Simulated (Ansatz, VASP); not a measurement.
**Two plane-wave programs on Si**

File POSCAR:

```
Si
1.0
    0.0000000000      2.7221197381      2.7221197381
    2.6946263287      0.0000000000      2.7221197381
    2.6946263287      2.7221197381      0.0000000000
Si
2
Direct
    0.2500000000      0.2500000000      0.2500000000
    0.0000000000      0.0000000000      0.0000000000
```

Contents of INCAR.step1:

```
PREC = Accurate
ENCUT = 520
EDIFF = 1E-5
ISMEAR = 0
SIGMA = 0.01
LREAL = F
LASPH = T
NELM = 60
ALGO = Normal
ISIF = 2
LWAVE = T
LCHARG = F
NBANDS = 11
GGA = PE
```

INCAR.step2

```
PREC = Accurate
ENCUT = 520
EDIFF = 1E-6
ISMEAR = 0
SIGMA = 0.01
LREAL = F
LASPH = T
NELM = 60
ALGO = Normal
ISIF = 2
LWAVE = F
LCHARG = F
GGA = PE
LHFCALC = T
HFSCREEN = 0.2079
PRECFOCK = Normal
NBANDS = 11
ISTART = 1
```

Contents of KPOINTS:

```
regular mesh
0
Gamma
  6 6 6
```

Input for Ansatz:

```yaml
crystal:
  lattice:
    - [0.0, 2.7221197381, 2.7221197381]
    - [2.6946263287, 0.0, 2.7221197381]
    - [2.6946263287, 2.7221197381, 0.0]
  atoms:
    - { symbol: Si, position: [0.25, 0.25, 0.25] }
    - { symbol: Si, position: [0.0, 0.0, 0.0] }
kpoints:
  mp_grid: { grid: [6, 6, 6] }
  band_path:
    path:
      - [0.0, 0.0, 0.0]
      - [0.5, 0.0, 0.5]
      - [0.625, 0.25, 0.625]
      - [0.375, 0.375, 0.75]
      - [0.5, 0.5, 0.5]
      - [0.5, 0.25, 0.75]
      - [0.0, 0.419271, 0.419271]
    npoints: 1
hamiltonian:
  xc: hse06
scf:
  occupations: { method: fixed }
  n_extra_bands: 4
output:
  forces: true
  stress: true
  eigenvalues: true
```

Change from the starting cell: uniaxial_x strain -1.0%.

Alike in both runs: task single point; functional HSE06; k mesh 6 × 6 × 6; no spin polarisation.

|  | VASP | Ansatz |
| --- | --- | --- |
| version | VASP 6.6.1 | Ansatz 0.2.0 |
| potentials or method | VASP PAW PBE potentials, release 64 (Si) | plane waves, PAW |
| plane-wave cutoff (eV) | 520 | 420 |
| occupations | gaussian, width 0.01 eV | fixed |
| valence electrons in the cell | 8 | 8 |

|  | VASP | Ansatz | Ansatz less VASP |
| --- | --- | --- | --- |
| gap on the k mesh at the Fermi level (eV) | 1.18 | 1.17 | -0.012 |
| pressure (GPa) | 0.5 | 0.8 | +0.35 |
| traceless stress, the component that is largest in VASP (GPa) | 0.71 | 0.71 | -0.006 |

Ansatz's warnings: stress exchange threshold loose, stress scf threshold loose.
